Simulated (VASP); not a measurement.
# Si3C (P-6m2) in VASP: further runs

Runs on Si3C. Level: PBE. Tasks: single point.

Everything below comes from runs of VASP 6.6.1. Logs are shortened: lines on timing, memory, paths and dates and some standing lists are left out, and cuts for length are marked.

## (1) The cell of the first run

It takes space group P-6m2 (No. 187, hexagonal). Conventional cell: a = 2.800 Å, b = 2.800 Å, c = 7.651 Å, α = 90.00°, β = 90.00°, γ = 120.00°. Si (site symmetry -6m2) has 12 Si at 2.80 to 3.07 Å and 2 C at 3.83 Å within 3.9 Å. Si (site symmetry 3m) has 3 C at 2.02 Å and 7 Si at 2.42 to 2.80 Å within 2.8 Å. Within 2.8 Å of C (site symmetry -6m2) lie 6 Si at 2.02 Å and 6 C at 2.80 Å.

## (2) Single point, PBE, collinear spin

INCAR

```
PREC = Accurate
ENCUT = 600
EDIFF = 1E-6
ISMEAR = 0
SIGMA = 0.1
LREAL = F
LASPH = T
NELM = 200
ALGO = Normal
ISIF = 2
LWAVE = F
LCHARG = T
ISPIN = 2
MAGMOM = 0 0 0 1
LORBIT = 11
GGA = PE
LELF = T
LVHAR = T
NBANDS = 20
GGA_COMPAT = F
```

KPOINTS

```
Automatic mesh
0
Gamma
  6 6 2
```

POSCAR

```
Si3C
1.0
    2.7999090593      0.0000000000      0.0000000000
   -1.3999545297      2.4247923737      0.0000000000
    0.0000000000      0.0000000000      7.6505447682
Si C
3 1
Direct
    0.3333333333      0.6666666667      0.0000000000
    0.6666666667      0.3333333333      0.3418246798
    0.6666666667      0.3333333333      0.6581753202
    0.3333333333      0.6666666667      0.5000000000
```

Potentials or basis: VASP PAW PBE potentials, release 64 (Si, C).

Run with:

```bash
cat potpaw_PBE.64/Si/POTCAR potpaw_PBE.64/C/POTCAR > POTCAR
mpirun -np 1 vasp_std > vasp.out
```

OUTCAR:

```text
PREC = Accurate
   ENCUT = 600
   EDIFF = 1E-6
   ISMEAR = 0
   LREAL = F
   LASPH = T
   NELM = 200
   ISIF = 2
   ISPIN = 2
   LORBIT = 11
   GGA = PE

 ion  position               nearest neighbor table
   1  0.333  0.667  0.000-   2 3.07   3 3.07   2 3.07   3 3.07   2 3.07   3 3.07
   2  0.667  0.333  0.342-   4 2.02   4 2.02   4 2.02   3 2.42   1 3.07   1 3.07   1 3.07
   3  0.667  0.333  0.658-   4 2.02   4 2.02   4 2.02   2 2.42   1 3.07   1 3.07   1 3.07
   4  0.333  0.667  0.500-   2 2.02   3 2.02   2 2.02   3 2.02   2 2.02   3 2.02

  LATTYP: Found a hexagonal cell.
 ALAT       =     2.7999090593
 C/A-ratio  =     2.7324261632

  Lattice vectors:

 A1 = (   2.7999090593,   0.0000000000,   0.0000000000)
 A2 = (  -1.3999545297,   2.4247923737,   0.0000000000)
 A3 = (   0.0000000000,   0.0000000000,   7.6505447682)

Analysis of symmetry for initial positions (statically):
=====================================================================
 Subroutine PRICEL returns:
 Original cell was already a primitive cell.

 Routine SETGRP: Setting up the symmetry group for a
 hexagonal supercell.

 Subroutine GETGRP returns: Found 12 space group operations
 (whereof 12 operations were pure point group operations)
 out of a pool of 24 trial point group operations.

The static configuration has the point symmetry D_3h.

Analysis of symmetry for dynamics (positions and initial velocities):
=====================================================================
 Subroutine PRICEL returns:
 Original cell was already a primitive cell.

 Routine SETGRP: Setting up the symmetry group for a
 hexagonal supercell.

 Subroutine GETGRP returns: Found 12 space group operations
 (whereof 12 operations were pure point group operations)
 out of a pool of 24 trial point group operations.

The dynamic configuration has the point symmetry D_3h.

Analysis of structural, dynamic, and magnetic symmetry:
=====================================================================
 Subroutine PRICEL returns:
 Original cell was already a primitive cell.

 Routine SETGRP: Setting up the symmetry group for a
 hexagonal supercell.

 Subroutine GETGRP returns: Found 12 space group operations
 (whereof 12 operations were pure point group operations)
 out of a pool of 24 trial point group operations.

The overall configuration has the point symmetry D_3h.

 Subroutine INISYM returns: Found 12 space group operations
 (whereof 12 operations are pure point group operations),
 and found     1 'primitive' translations

----------------------------------------------------------------------------------------

                                     Primitive cell

  volume of cell :      51.9411

  direct lattice vectors                    reciprocal lattice vectors
     2.799909059  0.000000000  0.000000000     0.357154457  0.206203222  0.000000000
    -1.399954530  2.424792374  0.000000000     0.000000000  0.412406444  0.000000000
     0.000000000  0.000000000  7.650544768     0.000000000  0.000000000  0.130709646

  length of vectors
     2.799909059  2.799909059  7.650544768     0.412406444  0.412406444  0.130709646

  position of ions in fractional coordinates (direct lattice)
     0.333333333  0.666666667  0.000000000
     0.666666667  0.333333333  0.341824680
     0.666666667  0.333333333  0.658175320
     0.333333333  0.666666667  0.500000000

  ion indices of the primitive-cell ions
   primitive index   ion index
                 1           1
                 2           2
                 3           3
                 4           4

----------------------------------------------------------------------------------------

 KPOINTS: Automatic mesh

Automatic generation of k-mesh.
 Grid dimensions read from file:
 generate k-points for:    6    6    2

 Generating k-lattice:

  Cartesian coordinates                     Fractional coordinates (reciprocal lattice)
     0.059525743  0.034367204  0.000000000     0.166666667 -0.000000000  0.000000000
     0.000000000  0.068734407  0.000000000     0.000000000  0.166666667  0.000000000
     0.000000000  0.000000000  0.065354823     0.000000000  0.000000000  0.500000000

  Length of vectors
     0.068734407  0.068734407  0.065354823

  Shift w.r.t. Gamma in fractional coordinates (k-lattice)
     0.000000000  0.000000000  0.000000000

 Subroutine IBZKPT returns following result:
 ===========================================

 Found     14 irreducible k-points:

 Following reciprocal coordinates:
            Coordinates               Weight
  0.000000  0.000000  0.000000      1.000000
  0.166667  0.000000  0.000000      6.000000
  0.333333  0.000000  0.000000      6.000000
  0.500000  0.000000  0.000000      3.000000
  0.166667  0.166667  0.000000      6.000000
  0.333333  0.166667  0.000000     12.000000
  0.333333  0.333333  0.000000      2.000000
  0.000000  0.000000  0.500000      1.000000
  0.166667  0.000000  0.500000      6.000000
  0.333333  0.000000  0.500000      6.000000
  0.500000  0.000000  0.500000      3.000000
  0.166667  0.166667  0.500000      6.000000
  0.333333  0.166667  0.500000     12.000000
  0.333333  0.333333  0.500000      2.000000
   k-points           NKPTS =     14   k-points in BZ     NKDIM =     14   number of bands    NBANDS=     20
   number of dos      NEDOS =    301   number of ions     NIONS =      4
   total plane-waves  NPLWV =  36864
   dimension x,y,z NGX =    24 NGY =   24 NGZ =   64
   dimension x,y,z NGXF=    48 NGYF=   48 NGZF=  128
   ions per type =               3   1
   NGX,Y,Z   is equivalent  to a cutoff of  14.25, 14.25, 13.91 a.u.
   NGXF,Y,Z  is equivalent  to a cutoff of  28.50, 28.50, 27.81 a.u.
 SYSTEM =  unknown system
   PREC   = accura    normal or accurate (medium, high low for compatibility)
   ISTART =      0    job   : 0-new  1-cont  2-samecut
   ICHARG =      2    charge: 1-file 2-atom 10-const
   ISPIN  =      2    spin polarized calculation?
   LNONCOLLINEAR =      F non collinear calculations
   LSORBIT =      F    spin-orbit coupling
   LASPH  =      T    aspherical Exc in radial PAW
   ENCUT  =  600.0 eV  44.10 Ry    6.64 a.u.   5.59  5.59 15.28*2*pi/ulx,y,z
   NELM   =    200;   NELMIN=  2; NELMDL= -5     # of ELM steps
   EDIFF  = 0.1E-05   stopping-criterion for ELM
   LREAL  =      F    real-space projection
   EDIFFG = 0.1E-04   stopping-criterion for IOM
   NSW    =      0    number of steps for IOM
   IBRION =     -1    ionic relax: 0-MD 1-quasi-New 2-CG
   NFREE  =      0    steps in history (QN), initial steepest desc. (CG)
   ISIF   =      2    stress and relaxation
   ISYM   =      2    0-nonsym 1-usesym 2-fastsym
   POTIM  = 0.5000    time-step for ionic-motion
   TEBEG  =    0.0;   TEEND  =   0.0 temperature during run
   PSTRESS=    0.0 pullay stress
   NELECT =      16.0000    total number of electrons
   NUPDOWN=      -1.0000    fix difference up-down
   EMIN   =  10.00;   EMAX   =-10.00  energy-range for DOS
   EFERMI =   0.00;   METHOD = LEGACY
   ISMEAR =     0;   SIGMA  =   0.10  broadening in eV -4-tet -1-fermi 0-gaus
   EFERMI_NEDOS =   21; number of points for ismear=-14 and -15
   IALGO  =     38    algorithm
   IMIX   =      4    mixing-type and parameters
     AMIX     =   0.40;   BMIX     =  1.00
     AMIX_MAG =   1.60;   BMIX_MAG =  1.00
  volume/ion in A,a.u.               =      12.99        87.63
  Fermi-wavevector in a.u.,A,eV,Ry     =   1.105634  2.089344 16.632109  1.222426
  Thomas-Fermi vector in A             =   2.242123
   LORBIT       =     11    0 simple, 1 ext, 2 COOP (PROOUT), +10 PAW based schemes
   GGA     = PE    functional components
   LHFCALC =     F    Hartree Fock is set to
   AEXX    =    0.0000 exact exchange contribution
   IVDW    =     0    specifies the selected vdW correction
   LEPSILON=     F    determine dielectric tensor
   LRPA    =     F    only Hartree local field effects (RPA)
 spin polarized calculation
 Gauss-broadening in eV      SIGMA  =   0.10
  energy-cutoff  :      600.00
  volume of cell :       51.94
 maximum number of plane-waves:      1770
 NGX is ok and might be reduce to    24
   NGX = 11   NGY = 11   NGZ = 31

 number of electron      16.0000000 magnetization      -0.0030391

 number of electron      16.0000000 magnetization       0.0004540

 Free energy of the ion-electron system (eV)
  ---------------------------------------------------
  ext. energy  EPLUGINS =         0.00000000
  ---------------------------------------------------
  free energy    TOTEN  =       -22.36633992 eV

  energy without entropy =      -22.36088211  energy(sigma->0) =      -22.36361101

 E-fermi :   9.0622     XC(G=0): -11.1126

 val. band max:        9.0564151944   @ k =   0.3333   0.0000   0.5000
 cond. band min:       9.3273380674   @ k =   0.5000   0.0000   0.0000
 fundamental gap:      0.2709228730
 Fermi energy:         9.0621988289

 spin component 1

 k-point     1 :       0.0000    0.0000    0.0000
  band No.  band energies     occupation
      1      -7.9319      1.00000
      2      -2.5718      1.00000
      3      -2.4220      1.00000
      4       4.1954      1.00000
      5       4.5327      1.00000
      6       8.8447      0.99895
[... 298 lines left out ...]
      6       5.5514      1.00000
[... 12 lines left out ...]
     19      20.0531      0.00000
     20      22.9235      0.00000
 Fermi energy:         9.0621988289

 spin component 2

 k-point     1 :       0.0000    0.0000    0.0000
  band No.  band energies     occupation
      1      -7.9317      1.00000
      2      -2.5716      1.00000
      3      -2.4220      1.00000
      4       4.1956      1.00000
      5       4.5328      1.00000
      6       8.8448      0.99895
[... 311 lines left out ...]
     19      20.0533      0.00000
     20      22.9239      0.00000

------------------------ aborting loop because EDIFF is reached ----------------------------------------

  FORCE on cell =-STRESS in cart. coord.  units (eV):
  Direction    XX          YY          ZZ          XY          YZ          ZX
  --------------------------------------------------------------------------------------
  -------------------------------------------------------------------------------------
  Total        0.0195887      0.0195887     -0.1862511     -0.0000000      0.0000000      0.0000000
  in kB        0.6042344      0.6042344     -5.7451137     -0.0000000      0.0000000      0.0000000
  external PRESSURE =      -1.5122150 kB  Pullay stress =       0.0000000 kB

 VOLUME and BASIS-vectors are now :
 -----------------------------------------------------------------------------
  energy-cutoff  :      600.00
  volume of cell :       51.94
      direct lattice vectors                 reciprocal lattice vectors
     2.799909059  0.000000000  0.000000000     0.357154457  0.206203222  0.000000000
    -1.399954530  2.424792374  0.000000000     0.000000000  0.412406444  0.000000000
     0.000000000  0.000000000  7.650544768     0.000000000  0.000000000  0.130709646

 POSITION                                       TOTAL-FORCE (eV/Angst)
 -----------------------------------------------------------------------------------
     -0.00000      1.61653      0.00000        -0.000000     -0.000000      0.000000
      1.39995      0.80826      2.61515        -0.000000      0.000000      0.044846
      1.39995      0.80826      5.03540        -0.000000     -0.000000     -0.044846
     -0.00000      1.61653      3.82527         0.000000      0.000000      0.000000
 -----------------------------------------------------------------------------------
    total drift:                                0.000000     -0.000000     -0.000000

  FREE ENERGIE OF THE ION-ELECTRON SYSTEM (eV)
  ---------------------------------------------------
  free  energy   TOTEN  =       -22.3663399245 eV

  energy  without entropy=      -22.3608821053  energy(sigma->0) =      -22.36361101

 total charge

# of ion       s       p       d       tot
------------------------------------------
    1        0.867   0.622   0.000   1.489
    2        0.785   0.775   0.000   1.560
    3        0.785   0.775   0.000   1.560
    4        0.851   1.636   0.000   2.488
--------------------------------------------------
tot          3.288   3.808   0.000   7.097

 magnetization (x)

# of ion       s       p       d       tot
------------------------------------------
    1       -0.000  -0.000   0.000  -0.000
    2        0.000   0.000   0.000   0.000
    3        0.000   0.000   0.000   0.000
    4       -0.000  -0.000   0.000  -0.000
--------------------------------------------------
tot         -0.000  -0.000   0.000  -0.000
```

It took 29 s on 1 thread of Intel Xeon Platinum 8375C at 2.90GHz (Ice Lake), shared host; peak memory 0.21 GiB.

What came out:

| Item | Value |
| --- | --- |
| Free energy | -22.3663 eV |
| Pressure | -0.2 GPa |
| Largest force | 0.045 eV/Å |
| Band gap on the k mesh | zero (filled and empty bands overlap) |
| Net moment | 0.00 μB per cell |
| Valence electrons inside the program's atomic spheres | Si 1.49, 1.56 (each value once); C 2.49 |

Forces on the atoms (eV/Å):
```
Si   0.000  0.000  0.000
Si   0.000  0.000  0.045
Si   0.000  0.000 -0.045
C    0.000  0.000  0.000
```

Caveat: the k points lie up to 0.43 Å⁻¹ apart, too coarse for converged energies and pressures of a metal.

## (3) Single point, PBE, collinear spin

This run uses another cell than the first one, of 14.60 Å³/atom.

INCAR is that of step 2.

KPOINTS is that of step 2.

POSCAR

```
Si3C
1.0
    2.7479784200      0.0000000000      0.0000000000
   -1.3739892100      2.3798191300      0.0000000000
    0.0000000000      0.0000000000      8.9304231800
Si C
3 1
Direct
    0.3333333300      0.6666666700      0.0000000000
    0.6666666700      0.3333333300      0.2500000000
    0.6666666700      0.3333333300      0.7500000000
    0.3333333300      0.6666666700      0.5000000000
```

Potentials or basis: VASP PAW PBE potentials, release 64 (Si, C).

Run with:

```bash
cat potpaw_PBE.64/Si/POTCAR potpaw_PBE.64/C/POTCAR > POTCAR
mpirun -np 1 vasp_std > vasp.out
```

Run time: 32 s. Hardware: 1 thread of Intel Xeon Platinum 8375C at 2.90GHz (Ice Lake), shared host; peak memory 0.22 GiB.

Results (log left out):

| Property | Result |
| --- | --- |
| Free energy | -18.9818 eV |
| Pressure | -12.2 GPa |
| Largest force | 1.640 eV/Å |
| Band gap on the k mesh | zero (filled and empty bands overlap) |
| Net moment | 0.00 μB per cell |
| Valence electrons inside the program's atomic spheres | Si 1.54, 1.49 (each value once); C 2.00 |

Forces in eV/Å, atoms in the order of the input:
```
Si   0.000  0.000  0.000
Si   0.000  0.000  1.640
Si   0.000  0.000 -1.640
C    0.000  0.000  0.000
```

Stress tensor (GPa, compression positive):
```
 -9.46   0.00   0.00
  0.00  -9.46   0.00
  0.00   0.00 -17.73
```

Levels at points of the mesh, in eV from the Fermi level:
Spin up:
| k point | band 4 | band 5 | band 6 | band 7 | band 8 | band 9 | band 10 | band 11 | band 12 | band 13 |
| --- | --- | --- | --- | --- | --- | --- | --- | --- | --- | --- |
| (0.00, 0.00, 0.00) | -7.69 | -5.97 | 0.78 | 1.48 | 3.29 | 3.29 | 8.38 | 8.39 | 8.39 | 9.66 |
| (0.50, 0.00, 0.00) | -6.22 | -5.51 | -4.70 | -2.09 | -1.31 | -1.17 | 1.06 | 1.73 | 3.69 | 3.98 |
| (0.00, 0.00, 0.50) | -9.56 | -3.34 | -2.75 | 3.29 | 3.29 | 4.51 | 6.74 | 8.36 | 8.36 | 9.70 |
| (0.50, 0.00, 0.50) | -6.18 | -5.18 | -3.77 | -3.11 | -3.11 | 1.22 | 1.74 | 1.81 | 3.04 | 3.56 |
Spin down:
```csv
k point,band 5,band 6,band 7,band 8,band 9,band 10,band 11,band 12
"(0.00, 0.00, 0.00)",-5.97,0.78,1.48,3.29,3.29,8.38,8.39,8.39
"(0.50, 0.00, 0.00)",-5.51,-4.70,-2.09,-1.31,-1.17,1.06,1.73,3.69
"(0.00, 0.00, 0.50)",-3.34,-2.75,3.29,3.29,4.51,6.74,8.36,8.36
"(0.50, 0.00, 0.50)",-5.18,-3.77,-3.11,-3.11,1.22,1.74,1.81,3.04
```

Caveat: the k points lie up to 0.44 Å⁻¹ apart, too coarse for converged energies and pressures of a metal; forces of over 1 eV/Å act on the atoms, so gaps and moduli don't describe the material at rest.
